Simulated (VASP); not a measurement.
The system is Au.

```
Au
1.0
     0.00000    2.07491    2.07491
     2.07491    0.00000    2.07491
     2.07491    2.07491    0.00000
Au
1
Direct
  0.00000 0.00000 0.00000
```

Base run:

```yaml
Program: VASP 6.6.1
Functional: RPBE
Potentials_or_basis: VASP PAW PBE potentials, release 64 (Au)
Cutoff: 520 eV
k_mesh: 11 × 11 × 11
Occupations: fermi-dirac, width 0.05 eV
Spin: no spin polarisation
```

Its results: pressure 4.4 GPa.

Q: After a change of settings the same cell gave: pressure -7.7 GPa. Which change was it?
A. functional from RPBE to SVWN5; further incar settings from ALGO = Normal; EDIFF = 1e-06; NBANDS = 12 to ALGO = Fast; EDIFF = 1e-06; NBANDS = 12
B. functional from RPBE to B3LYP; k mesh from 11 × 11 × 11 to 6 × 6 × 6
C. functional from RPBE to LDA; potentials or basis from VASP PAW PBE potentials, release 64 (Au) to VASP PAW LDA potentials, release 64 (Au)
D. functional from RPBE to PBEsol

A: D.

PBEsol binds more tightly than RPBE, so the same cell stands under less pressure.

Caveats: the PAW data sets were made with another functional, which shifts forces and pressure a little.
